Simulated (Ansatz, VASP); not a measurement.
**One calculation of Mo, two programs**

Contents of POSCAR:

```
Mo
1.0
    4.4494349246      0.0000000000      0.0000000000
   -2.2247174623      3.8533236772      0.0000000000
    0.0000000000      0.0000000000      2.7275036088
Mo
3
Direct
    0.0000000000      0.0000000000      0.0000000000
    0.3333333333      0.6666666667      0.5000000000
    0.6666666667      0.3333333333      0.5000000000
```

The input INCAR.step1:

```
ALGO = Normal ; EDIFF = 1E-4
ENCUT = 600 ; GGA = PE
ISMEAR = -1 ; LASPH = True
LCHARG = False ; LREAL = False
LWAVE = True ; NELM = 80
PREC = Accurate ; SIGMA = 0.1
```

File INCAR.step2:

```
ALGO = Normal ; EDIFF = 1E-6
EDIFFG = -0.01 ; ENCUT = 600
IBRION = 2 ; ISIF = 3
ISMEAR = -1 ; ISTART = 1
LASPH = True ; LCHARG = False
LMIXTAU = True ; LREAL = False
LWAVE = False ; METAGGA = R2SCAN
NELM = 80 ; NSW = 80
PREC = Accurate ; SIGMA = 0.1
```

The input KPOINTS:

```
k-points
0
Gamma
  8 8 11
```

Input for Ansatz:

```yaml
crystal:
  lattice:
    - [4.4494349246, 0.0, 0.0]
    - [-2.2247174623, 3.8533236772, 0.0]
    - [0.0, 0.0, 2.7275036088]
  atoms:
    - { symbol: Mo, position: [0.0, 0.0, 0.0] }
    - { symbol: Mo, position: [0.3333333333, 0.6666666667, 0.5] }
    - { symbol: Mo, position: [0.6666666667, 0.3333333333, 0.5] }
hamiltonian:
  xc: r2scan
  pseudopotentials:
    kind: paw
    azcp:
      Mo: "pseudopotentials/Mo.paw.azcp"
basis:
  ecutwfc: 500
  fft_grid_basis: typed
kpoints:
  mp_grid: { grid: [8, 8, 11], shift: [0, 0, 0] }
magnetization:
  spin_polarized: false
scf:
  occupations: { method: fermi_dirac, width: 0.1 }
relax:
  max_steps: 60
  f_tol: 0.01
  cell: {}
```

Alike in both runs: task relaxation of cell and atoms; functional r2SCAN; k mesh 8 × 8 × 11; occupations fermi-dirac, width 0.1 eV; no spin polarisation.

|  | VASP | Ansatz |
| --- | --- | --- |
| version | VASP 6.6.1 | Ansatz 0.2.0 |
| potentials or method | VASP PAW PBE potentials, release 64 (Mo_sv), cutoff 600 eV | plane waves (500 eV) with PAW, scalar-relativistic |
| valence electrons in the cell | 42 | 42 |

VASP gave:

* relaxed volume (Å³/atom): 16.01
* relaxed length of the cell vector where the two differ most in proportion (Å): 2.552

Q: What did Ansatz give for the same quantities?

A: Relaxed volume (Å³/atom): 15.94; relaxed length of the cell vector where the two differ most in proportion (Å): 2.548.

VASP's potentials were made for PBE, not for r2SCAN.
